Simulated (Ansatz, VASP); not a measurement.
# Ag: VASP beside Ansatz

```
CELL_PARAMETERS angstrom
-1.56410 1.56410 1.56410
1.56410 -1.56410 1.56410
1.56410 1.56410 -1.56410
ATOMIC_POSITIONS crystal
Ag 0.00000 0.00000 0.00000
```

Change from the starting cell: volume scaled by 0.95, PAW files, source ansatz.

Alike in both runs: task single point; functional LDA; k mesh 17 × 17 × 17; occupations fermi-dirac, width 0.1 eV; no spin polarisation.

```csv
,VASP,Ansatz
version,VASP 6.6.1,Ansatz 0.2.0
potentials or method,"VASP PAW LDA potentials, release 64 (Ag)","PAW with other files of Ansatz's library (source ansatz), scalar-relativistic"
plane-wave cutoff (eV),520,480
valence electrons in the cell,11,19
```

Ansatz gave:

* pressure (GPa): 7.9

Task: Estimate VASP's values.

Result: Pressure (GPa): 8.1.

LDA's correlation is that of Perdew and Zunger in VASP and of Perdew and Wang (1992) in Ansatz. VASP's potentials hold 11 valence electrons a cell and Ansatz's 19, so a difference there can come from the potentials and not from the codes.
